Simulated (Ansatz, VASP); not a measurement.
## Sb in VASP and in Ansatz

INCAR

```
PREC     = Accurate       # precision mode
ENCUT    = 520            # plane-wave cutoff, eV
EDIFF    = 1E-6           # SCF threshold, eV
ISMEAR   = 0              # smearing method
SIGMA    = 0.1            # smearing width, eV
LREAL    = False          # projectors in reciprocal space
LASPH    = True           # aspherical terms in the spheres
NELM     = 100            # most SCF steps
ALGO     = Normal         # electronic algorithm
ISIF     = 2              # what is computed and relaxed
LWAVE    = False          # write WAVECAR
LCHARG   = False          # write CHGCAR
LDIPOL   = True         
IDIPOL   = 3            
DIPOL    = 0.5 0.5 0.500
GGA      = PS             # functional
NBANDS   = 30             # bands
```

Contents of KPOINTS:

```
regular mesh
0
Gamma
  10 7 1
```

POSCAR

```
Sb
1.0
    3.3151761835      0.0000000000      0.0000000000
    0.0000000000      5.4956168484      0.0000000000
    0.0000000000      0.0000000000     24.5700893097
Sb
8
Direct
    0.0000000000      0.7500000000      0.3052491957
    0.5000000000      0.2500000000      0.3441993566
    0.5000000000      0.7500000000      0.4220996783
    0.0000000000      0.2500000000      0.4610498391
    0.0000000000      0.7500000000      0.5389501609
    0.5000000000      0.2500000000      0.5779003217
    0.5000000000      0.7500000000      0.6558006434
    0.0000000000      0.2500000000      0.6947508043
```

Input for Ansatz:

```yaml
crystal:
  lattice:
    - [3.3151761835, 0.0, 0.0]
    - [0.0, 5.4956168484, 0.0]
    - [0.0, 0.0, 24.5700893097]
  atoms:
    - { symbol: Sb, position: [0.0, 0.75, 0.3052491957] }
    - { symbol: Sb, position: [0.5, 0.25, 0.3441993566] }
    - { symbol: Sb, position: [0.5, 0.75, 0.4220996783] }
    - { symbol: Sb, position: [0.0, 0.25, 0.4610498391] }
    - { symbol: Sb, position: [0.0, 0.75, 0.5389501609] }
    - { symbol: Sb, position: [0.5, 0.25, 0.5779003217] }
    - { symbol: Sb, position: [0.5, 0.75, 0.6558006434] }
    - { symbol: Sb, position: [0.0, 0.25, 0.6947508043] }
basis:
  ecutwfc: 420
kpoints:
  mp_grid: { grid: [10, 7, 1] }
hamiltonian:
  xc: pbesol
scf:
  occupations: { method: gaussian, width: 0.1 }
output:
  forces: true
  stress: true
  eigenvalues: true
efield:
  axis: 3
  dipole_correction: true
```

Alike in both runs: task single point; functional PBEsol; k mesh 10 × 7 × 1; occupations gaussian, width 0.1 eV; no spin polarisation.

|  | VASP | Ansatz |
| --- | --- | --- |
| version | VASP 6.6.1 | Ansatz 0.2.0 |
| potentials or method | VASP PAW PBE potentials, release 64 (Sb), cutoff 520 eV | scalar-relativistic, plane waves, PAW |
| valence electrons in the cell | 40 | 120 |

VASP gave:

* gap on the k mesh at the Fermi level (eV): none
* rms of the force components (eV/Å): 0.232

Which values does Ansatz return?

gap on the k mesh at the Fermi level (eV): none; rms of the force components (eV/Å): 0.231.

VASP's potentials were made for PBE, not for PBEsol. Atom by atom the forces differ by 0.001 eV/Å (rms over components). A gap of «none» marks a metal or a gap that the smearing closes. The functional is the same, so the differences come from potentials, cutoffs and numerics. VASP's potentials hold 40 valence electrons a cell and Ansatz's 120, so a difference there can come from the potentials and not from the codes.

Neither program's run includes spin-orbit coupling.
